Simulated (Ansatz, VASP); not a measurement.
# Bi2Pd: VASP beside Ansatz

```
Bi Pd
1.0
    -1.70312    1.70312    6.57692
     1.70312   -1.70312    6.57692
     1.70312    1.70312   -6.57692
Bi Pd
2 1
Direct
  0.36300 0.36300 0.00000
  0.63700 0.63700 0.00000
  0.00000 0.00000 0.00000
```

Alike in both runs: task single point; functional LDA; k mesh 11 × 11 × 11; occupations fermi-dirac, width 0.1 eV; no spin polarisation.

|  | VASP | Ansatz |
| --- | --- | --- |
| version | VASP 6.6.1 | Ansatz 0.2.0 |
| potentials or method | VASP PAW LDA potentials, release 64 (Bi_d, Pd), cutoff 520 eV | plane waves, PAW |
| valence electrons in the cell | 40 | 48 |

Ansatz gave:

| Property | Result |
| --- | --- |
| pressure (GPa) | -6.4 |

Problem. Which values does VASP return?

Solution. Pressure (GPa): -6.2.

LDA's correlation is that of Perdew and Zunger in VASP and of Perdew and Wang (1992) in Ansatz. VASP's potentials hold 40 valence electrons a cell and Ansatz's 48, so a difference there can come from the potentials and not from the codes.

Neither program's run includes spin-orbit coupling.
